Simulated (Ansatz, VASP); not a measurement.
**Two plane-wave programs on PdPt2Se3**

```xyz
6
Lattice="3.7429 0.0000 0.0000 -1.8715 3.2415 0.0000 0.0000 0.0000 9.1905" Properties=species:S:1:pos:R:3 pbc="T T T"
Pd    0.0000    0.0000    0.0000
Pt    0.0000    2.1610    6.1601
Pt    1.8715    1.0805    3.0304
Se    0.0000    2.1610    1.5984
Se    1.8715    1.0805    7.5921
Se    0.0000    0.0000    4.5953
```

Change from the starting cell: species swapped into the Mn2NiO3 type (P-3m1, No. 164).

Alike in both runs: functional PBE; k mesh 12 × 12 × 4; occupations gaussian, width 0.1 eV; no spin polarisation.

Ansatz relaxed the structure, and its values are those at the end. VASP's run is a single point on that final structure, the one shown.

|  | VASP | Ansatz |
| --- | --- | --- |
| version | VASP 6.6.1 | Ansatz 0.2.0 |
| potentials or method | VASP PAW PBE potentials, release 64 (Pd, Pt, Se), cutoff 520 eV | scalar-relativistic, plane waves, PAW |
| valence electrons in the cell | 48 | 102 |

|  | VASP | Ansatz | Ansatz less VASP |
| --- | --- | --- | --- |
| gap on the k mesh at the Fermi level (eV) | none | none | - |
| pressure (GPa) | 0.0 | 0.0 | +0.03 |

A gap of «none» marks a metal or a gap that the smearing closes. The functional is the same, so the differences come from potentials, cutoffs and numerics. VASP's potentials hold 48 valence electrons a cell and Ansatz's 102, so a difference there can come from the potentials and not from the codes.

Spin-orbit coupling is off throughout.
